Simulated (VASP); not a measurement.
Runs of VASP 6.6.1 on ZrGa3. The structure is that of space group I4/mmm (No. 139), or close to it. The cells are those of the table. 

```tsv
cell	gap on the mesh (eV)	pressure (GPa)
a = 5.155 Å, angles 135.0, 135.0, 65.5°, 4 atoms	none	-3.1
a = 5.172 Å, angles 135.0, 135.0, 65.5°, 4 atoms	none	-4.1
a = 5.226 Å, angles 135.3, 135.3, 65.0°, 4 atoms	none	(a)
a = 5.190 Å, angles 135.0, 135.0, 65.5°, 4 atoms	none	-5.1
```

Alike in all rows: task electric field gradients; level LDA; potentials or basis VASP PAW LDA potentials, release 64 (Zr_sv, Ga_d); no spin polarisation; k mesh 12 × 12 × 12; cutoff (eV) 520; smearing fermi-dirac 0.03 eV.

**Question.** Fill in the values left out.

**Answer.** (a) -6.1.

Caveats: the stress differs along the axes, from -6 to 3 GPa (at least some runs); the stress differs along the axes, from -7 to 2 GPa (at least some runs); the stress differs along the axes, from -9 to -1 GPa (at least some runs); the stress differs along the axes, from -8 to 1 GPa (at least some runs).

A k mesh can miss the band edges, and the runs leave out spin-orbit coupling on Ga, Zr.

A gap of «none» marks levels without a gap at the run's occupations.
